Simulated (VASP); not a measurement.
Runs of VASP 6.6.1 on BiMo (rocksalt type). The structure is that of space group Fm-3m (No. 225), or close to it. The cells are those of the table. 

```csv
task,cell,gap on the mesh (eV),pressure (GPa)
relaxation of cell and atoms,"relaxed to 2.1 GPa from a = 3.943 Å, angles 60.0°, 2 atoms",none,2.1
single point,"a = 3.966 Å, angles 60.0°, 2 atoms",none,0.1
single point,"a = 3.943 Å, angles 60.0°, 2 atoms",none,(a)
relaxation of cell and atoms,"relaxed from a = 4.128 Å, angles 60.0°, 2 atoms",none,0.0
```

Alike in all rows: level PBEsol; potentials or basis VASP PAW PBE potentials, release 64 (Mo_sv, Bi_d); no spin polarisation; k mesh 12 × 12 × 12; cutoff (eV) 500; smearing fermi-dirac 0.05 eV.

Q: Fill in the values left out.

A: (a) 2.2.

Caveats: the PAW data sets were made with another functional, which shifts forces and pressure a little; spin-orbit coupling is left out, which moves the levels of the heavy elements; the cell is relaxed towards a set pressure, so the run minimises the enthalpy, not the energy (at least some runs).

A k mesh can miss the band edges, and the runs leave out spin-orbit coupling on Bi, Mo.

A gap of «none» marks levels without a gap at the run's occupations.
